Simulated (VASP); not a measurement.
# AgF (F-43m) in VASP: vibrations by perturbation theory with LDA

Aim: the vibrations by perturbation theory of AgF with LDA.

All numbers are computed with VASP 6.6.1; they aren't measurements. Logs are shortened: lines on timing, memory, paths and dates and some standing lists are left out, and cuts for length are marked.

## Step 1: The cell of the first run

The structure is cubic, space group F-43m (No. 216). The conventional cell has a = 5.265 Å, b = 5.265 Å, c = 5.265 Å, α = 90.00°, β = 90.00°, γ = 90.00°. Ag (site symmetry -43m) has 4 F at 2.28 Å within 3.0 Å. F (site symmetry -43m) has 4 Ag at 2.28 Å within 3.0 Å.

## Step 2: Vibrations by perturbation theory, LDA

INCAR

```
SYSTEM = AgF
ALGO = Normal ; EDIFF = 1E-8
ENCUT = 520 ; GGA = CA
IBRION = 8 ; ISIF = 2
ISMEAR = -1 ; LASPH = .TRUE.
LCHARG = .TRUE. ; LREAL = .FALSE.
LWAVE = .FALSE. ; NBANDS = 16
NELM = 100 ; NSW = 1
PREC = Accurate ; SIGMA = 0.15
```

KPOINTS

```
k-points
0
G
  14 14 14
  0 0 0
```

POSCAR

```
AgF
1.0
    0.0000000000      2.6324000000      2.6324000000
    2.6324000000      0.0000000000      2.6324000000
    2.6324000000      2.6324000000      0.0000000000
Ag F
1 1
Direct
    0.0000000000      0.0000000000      0.0000000000
    0.2500000000      0.2500000000      0.2500000000
```

Potentials or basis: VASP PAW LDA potentials, release 64 (Ag, F).

The run is started by

```console
> cat potpaw_LDA.64/Ag/POTCAR potpaw_LDA.64/F/POTCAR > POTCAR
> mpirun -np 1 vasp_std > vasp.out
```

OUTCAR:

```text
SYSTEM = AgF
   EDIFF = 1E-8
   ENCUT = 520
   GGA = CA
   IBRION = 8
   ISIF = 2
   ISMEAR = -1
   LASPH = .TRUE.
   LREAL = .FALSE.
   NELM = 100
   NSW = 1
   PREC = Accurate

 ion  position               nearest neighbor table
   1  0.000  0.000  0.000-   2 2.28   2 2.28   2 2.28   2 2.28
   2  0.250  0.250  0.250-   1 2.28   1 2.28   1 2.28   1 2.28

  LATTYP: Found a face centered cubic cell.
 ALAT       =     5.2648000000

  Lattice vectors:

 A1 = (   0.0000000000,   2.6324000000,   2.6324000000)
 A2 = (   2.6324000000,   0.0000000000,   2.6324000000)
 A3 = (   2.6324000000,   2.6324000000,   0.0000000000)

Analysis of symmetry for initial positions (statically):
=====================================================================
 Subroutine PRICEL returns:
 Original cell was already a primitive cell.

 Routine SETGRP: Setting up the symmetry group for a
 face centered cubic supercell.

 Subroutine GETGRP returns: Found 24 space group operations
 (whereof 24 operations were pure point group operations)
 out of a pool of 48 trial point group operations.

The static configuration has the point symmetry T_d .

Analysis of symmetry for dynamics (positions and initial velocities):
=====================================================================
 Subroutine PRICEL returns:
 Original cell was already a primitive cell.

 Routine SETGRP: Setting up the symmetry group for a
 face centered cubic supercell.

 Subroutine GETGRP returns: Found 24 space group operations
 (whereof 24 operations were pure point group operations)
 out of a pool of 48 trial point group operations.

The dynamic configuration has the point symmetry T_d .

 Subroutine INISYM returns: Found 24 space group operations
 (whereof 24 operations are pure point group operations),
 and found     1 'primitive' translations

[... 616 lines left out ...]
  external PRESSURE =     -24.2830328 kB  Pullay stress =       0.0000000 kB

 VOLUME and BASIS-vectors are now :
 -----------------------------------------------------------------------------
  energy-cutoff  :      520.00
  volume of cell :       36.48
      direct lattice vectors                 reciprocal lattice vectors
     0.000000000  2.632400000  2.632400000    -0.189940738  0.189940738  0.189940738
     2.632400000  0.000000000  2.632400000     0.189940738 -0.189940738  0.189940738
     2.632400000  2.632400000  0.000000000     0.189940738  0.189940738 -0.189940738

 POSITION                                       TOTAL-FORCE (eV/Angst)
 -----------------------------------------------------------------------------------
      0.00000      0.00000      0.00000         0.000000      0.000000      0.000000
      1.31620      1.31620      1.31620        -0.000000     -0.000000     -0.000000
 -----------------------------------------------------------------------------------
    total drift:                                0.000000      0.000000      0.000001

  FREE ENERGIE OF THE ION-ELECTRON SYSTEM (eV)
  ---------------------------------------------------
  free  energy   TOTEN  =        -7.4518015573 eV

  energy  without entropy=       -7.4220052471  energy(sigma->0) =       -7.43690340

[... ionic steps 2 to 3 ...]

--------------------------------------- Ionic step        4  -------------------------------------------

------------------------ aborting loop because EDIFF is reached ----------------------------------------

[... ionic steps 5 to 6 ...]

--------------------------------------- Ionic step        7  -------------------------------------------

 Free energy of the ion-electron system (eV)
  ---------------------------------------------------
  ---------------------------------------------------
  free energy    TOTEN  =        -0.52387757 eV

  energy without entropy =       -0.52387757

------------------------ aborting loop because EDIFF is reached ----------------------------------------

 INTERNAL STRAIN TENSOR  FOR ION    2  DIRECTION 1   (eV/Angst):
 -----------------------------------------------------------------------------
    -0.00546  0.00000  0.00000
     0.00000  0.00499 -4.29247
     0.00000 -4.29247  0.00499

 INTERNAL STRAIN TENSOR FOR ION    2 for displacements in x,y,z  (eV/Angst):
          X           Y           Z          XY          YZ          ZX
  --------------------------------------------------------------------------------
  x     0.00000     0.00000     0.00000     0.00000    -4.29247     0.00000
  y     0.00000    -0.00000     0.00000     0.00000     0.00000    -4.29247
  z     0.00000     0.00000     0.00000    -4.29247     0.00000     0.00000

 SECOND DERIVATIVES (NOT SYMMETRIZED)
 ------------------------------------
               1X          1Y          1Z          2X          2Y          2Z
  1X    -1.825636    0.000000    0.000000    1.825636    0.000000    0.000000
  1Y     0.000000   -1.825636    0.000000    0.000000    1.825636    0.000000
  1Z     0.000000    0.000000   -1.825636    0.000000    0.000000    1.825636
  2X     1.890689    0.000000    0.000000   -1.890689    0.000000    0.000000
  2Y     0.000000    1.890689    0.000000    0.000000   -1.890689    0.000000
  2Z     0.000000    0.000000    1.890689    0.000000    0.000000   -1.890689

 Eigenvectors and eigenvalues of the dynamical matrix
 ----------------------------------------------------

   1 f  =    5.334819 THz    33.519655 2PiTHz  177.950400 cm-1    22.063028 meV
             X         Y         Z           dx          dy          dz
      0.000000  0.000000  0.000000     0.131577   -0.357854    0.000000
      1.316200  1.316200  1.316200    -0.319028    0.867669    0.000000
[... 21 lines left out ...]
   6 f/i=    0.032917 THz     0.206821 2PiTHz    1.097978 cm-1     0.136132 meV
             X         Y         Z           dx          dy          dz
      0.000000  0.000000  0.000000    -0.008014    0.108238   -0.918068
      1.316200  1.316200  1.316200    -0.003305    0.044641   -0.378640

--------------------------------------------------------------------------------------------------------

 ELASTIC MODULI CONTR FROM IONIC RELAXATION (kBar)
 Direction    XX          YY          ZZ          XY          YZ          ZX
 --------------------------------------------------------------------------------
 XX          -0.0000     -0.0000     -0.0000      0.0000      0.0000      0.0000
 YY          -0.0000     -0.0000     -0.0000      0.0000      0.0000     -0.0000
 ZZ          -0.0000     -0.0000     -0.0000      0.0000      0.0000      0.0000
 XY           0.0000      0.0000      0.0000   -441.6573     -0.0000      0.0000
 YZ           0.0000      0.0000      0.0000     -0.0000   -441.6573     -0.0000
 ZX           0.0000     -0.0000      0.0000      0.0000     -0.0000   -441.6573
 --------------------------------------------------------------------------------
```

Run time: 5.5 min. Hardware: 1 thread of Intel Xeon Platinum 8559C (Emerald Rapids), shared host; peak memory 0.57 GiB.

Results:

- Highest phonon frequency at Γ, LO-TO splitting left out: 178 cm⁻¹

Phonon frequencies in cm⁻¹ (negative: imaginary):
| q point | frequencies |
| --- | --- |
| (0.000, 0.000, 0.000) | -1 -1 -1 178 178 178 |

Caveat: the cell stands under pressure or tension, which shifts response properties.
